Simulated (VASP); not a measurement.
**BaTiO3: single point with PBE+U**

BaTiO3:

```
Ba Ti O
1.0
     4.12957    0.00000    0.00000
     0.00000    4.12957    0.00000
     0.00000    0.00000    4.12957
Ba Ti O
1 1 3
Direct
  0.50000 0.50000 0.50000
  0.00000 0.00000 0.00000
  0.50000 0.00000 0.00000
  0.00000 0.50000 0.00000
  0.00000 0.00000 0.50000
```

```
Program                : VASP 6.6.1
Task                   : single point
Functional             : PBE
Potentials or basis    : VASP PAW PBE potentials, release 64 (Ba_sv, Ti_sv, O_h)
Cutoff                 : 1340 eV
k mesh                 : 8 × 8 × 8
Occupations            : gaussian, width 0.05 eV
Spin                   : no spin polarisation
Hubbard terms          : Ti d U = 4.0 eV
Dipole correction      : no
Further INCAR settings : ALGO = Normal; EDIFF = 1e-06; NBANDS = 28
```

| Property | Result |
| --- | --- |
| Pressure | -7.7 GPa |
| Band gap on the k mesh | 2.00 eV (least direct gap 2.25 eV) |

Levels at points of the mesh, in eV from the valence-band top:
```
           k point  band 16  band 17  band 18  band 19  band 20  band 21  band 22  band 23  band 24  band 25
(0.00, 0.00, 0.00)    -0.96    -0.96    -0.26    -0.26    -0.26     2.00     2.00     2.00     3.34     3.34
(0.50, 0.00, 0.00)    -1.67    -1.63    -1.63    -0.76    -0.76     2.14     3.34     3.44     3.44     5.03
(0.50, 0.50, 0.00)    -2.32    -1.89    -0.92    -0.92    -0.08     3.45     3.45     3.84     4.02     6.69
(0.50, 0.50, 0.50)    -2.32    -2.32     0.00     0.00     0.00     4.02     4.02     4.02     6.25     6.25
```

Eigenvalues of the final occupation matrices:
```tsv
site	spin	trace	eigenvalues
site 2 d	1	0.74	0.10 0.10 0.10 0.22 0.22
site 2 d	2	0.74	0.10 0.10 0.10 0.22 0.22
```

Wall time 3 min on 1 thread of Intel(R) Xeon(R) 6975P-C (Granite Rapids) (shared host), peak memory 0.54 GiB.

Caveat: the cell stands under tension; spin-orbit coupling is left out, which moves the levels of the heavy elements. A k mesh can miss the band edges.
